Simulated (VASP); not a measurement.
Here is a VASP 6.6.1 calculation.

File INCAR:

```
SYSTEM = Bi
PREC     = Accurate       ! precision mode
ENCUT    = 520            ! plane-wave cutoff, eV
EDIFF    = 1E-7           ! SCF threshold, eV
ISMEAR   = 0              ! smearing method
SIGMA    = 0.05           ! smearing width, eV
LREAL    = .False.        ! projectors in reciprocal space
LASPH    = .True.         ! aspherical terms in the spheres
NELM     = 150            ! most SCF steps
ALGO     = Fast           ! electronic algorithm
ISIF     = 2              ! what is computed and relaxed
LWAVE    = .False.        ! write WAVECAR
LCHARG   = .False.        ! write CHGCAR
MAGMOM   = 0 0 0          ! initial moments
LORBIT   = 11             ! projections on sites
LSORBIT  = .True.         ! spin-orbit coupling
GGA_COMPAT= .False.      
LORBMOM  = .True.       
NBANDS   = 26             ! bands
```

File KPOINTS:

```
Automatic mesh
0
Gamma
  7 7 7
  0 0 0
```

File POSCAR:

```
Bi
1.0
   -2.0759240700      2.0759240700      2.0759240700
    2.0759240700     -2.0759240700      2.0759240700
    2.0759240700      2.0759240700     -2.0759240700
Bi
1
Direct
    0.0000000000      0.0000000000      0.0000000000
```

Potentials or basis: VASP PAW LDA potentials, release 64 (Bi_d).

Command:

```bash
$ cat potpaw_LDA.64/Bi_d/POTCAR > POTCAR
$ mpirun -np 1 vasp_ncl > vasp.out
```

Problem. Predict the pressure.

Solution. -6.5 GPa.

Problem. Predict the net moment.

Solution. 0.00 μB per cell.

Moments on the atoms (μB; x, y, z):
```
Bi  0.00 0.00 0.00
```
